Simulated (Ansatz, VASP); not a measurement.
**PtS2 in VASP and in Ansatz**

```
Pt S
1.0
     3.53680    0.00000    0.00000
    -1.76840    3.06296    0.00000
     0.00000    0.00000    7.70668
Pt S
1 2
Direct
  0.00000 0.00000 0.00000
  0.33333 0.66667 0.16215
  0.66667 0.33333 0.83785
```

Alike in both runs: functional PBE; k mesh 12 × 12 × 6; occupations gaussian, width 0.05 eV; no spin polarisation.

Ansatz relaxed the structure, and its values are those at the end. VASP's run is a single point on that final structure, the one shown.

|  | VASP | Ansatz |
| --- | --- | --- |
| version | VASP 6.6.1 | Ansatz 0.2.0 |
| potentials or method | VASP PAW PBE potentials, release 64 (Pt, S), cutoff 520 eV | scalar-relativistic, plane waves, PAW |
| valence electrons in the cell | 22 | 30 |

|  | VASP | Ansatz | Ansatz less VASP |
| --- | --- | --- | --- |
| gap on the k mesh at the Fermi level (eV) | 1.72 | 1.72 | -0.004 |
| least direct gap on the mesh (eV) | 1.87 | 1.87 | -0.005 |
| pressure (GPa) | 0.8 | 1.1 | +0.31 |
| rms of the force components (eV/Å) | 0.015 | 0.003 | -0.0116 |

VASP's potentials hold 22 valence electrons a cell and Ansatz's 30, so a difference there can come from the potentials and not from the codes. Ansatz's warnings: stress scf threshold loose.

Spin-orbit coupling is off throughout.
